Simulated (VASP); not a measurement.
Crystal: Al2CdPt4.

```
Pt Cd Al
1.0
     0.00000    5.25360    0.00000
     5.25360    0.00000    0.00000
     2.62680    2.62680   -4.87214
Pt Cd Al
4 1 2
Direct
  0.37000 0.38000 0.74000
  0.62000 0.11000 0.26000
  0.89000 0.88000 0.74000
  0.12000 0.63000 0.26000
  0.50000 0.50000 0.00000
  0.75000 0.25000 0.50000
  0.00000 0.00000 0.00000
```

Base run:

```yaml
Program: VASP 6.6.1
Functional: LDA
Potentials_or_basis: VASP PAW LDA potentials, release 64 (Pt, Cd, Al)
Cutoff: 520 eV
k_mesh: 4 × 4 × 4
Occupations: gaussian, width 0.2445 eV
Spin: no spin polarisation
```

Its results: band gap on the k mesh zero (band 29 reaches 5.71 eV, above the bottom of band 30 at 5.35 eV); pressure 26.9 GPa; largest force 5.542 eV/Å.

The run is repeated on the same cell with these changes: functional from LDA to PBE; potentials or basis from VASP PAW LDA potentials, release 64 (Pt, Cd, Al) to VASP PAW PBE potentials, release 64 (Pt, Cd, Al). What comes out?

Band gap on the k mesh zero (band 29 reaches 5.98 eV, above the bottom of band 30 at 5.58 eV); pressure 35.3 GPa; largest force 6.026 eV/Å.

Caveats: spin-orbit coupling is left out, which moves the levels of the heavy elements; forces of over 1 eV/Å act on the atoms, so gaps and moduli don't describe the material at rest.
